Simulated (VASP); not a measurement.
Crystal: Si.

```xyz
2
Lattice="0.0000 2.7219 2.7219 2.7219 0.0000 2.7219 2.7219 2.7219 0.0000" Properties=species:S:1:pos:R:3 pbc="T T T"
Si    2.7219    2.7219    2.7219
Si    4.0828    4.0828    4.0828
```

| Quantity | Value |
| --- | --- |
| Program | VASP 6.6.1 |
| Task | relaxation of cell and atoms |
| Functional | RPBE |
| Dispersion | D4 |
| Potentials or basis | VASP PAW PBE potentials, release 64 (Si) |
| Cutoff | 600 eV |
| k mesh | 8 × 8 × 8 |
| Occupations | fermi-dirac, width 0.05 eV |
| Spin | no spin polarisation |

At the start: pressure -3.0 GPa; volume 20.16 Å³/atom.

Task: How do energy, volume and symmetry change on relaxing?

Result: Over 3 steps the energy falls by 6.6 meV/atom and the volume is 19.49 Å³/atom (-3.3 %); space group Fd-3m (No. 227, to 0.05 Å).

The path:
```tsv
step	energy change (eV)	largest force (eV/Å)	pressure (GPa)	volume (Å³)
1	0.0000	0.0000	-3.03	40.33
2	-0.0074	0.0000	2.24	38.14
3	-0.0132	0.0000	0.01	38.99
```

Final structure:
```
CELL_PARAMETERS angstrom
0.00000 2.69134 2.69134
2.69134 0.00000 2.69134
2.69134 2.69134 0.00000
ATOMIC_POSITIONS crystal
Si 0.50000 0.50000 0.50000
Si 0.75000 0.75000 0.75000
```

Caveat: the PAW data sets were made with another functional, which shifts forces and pressure a little.
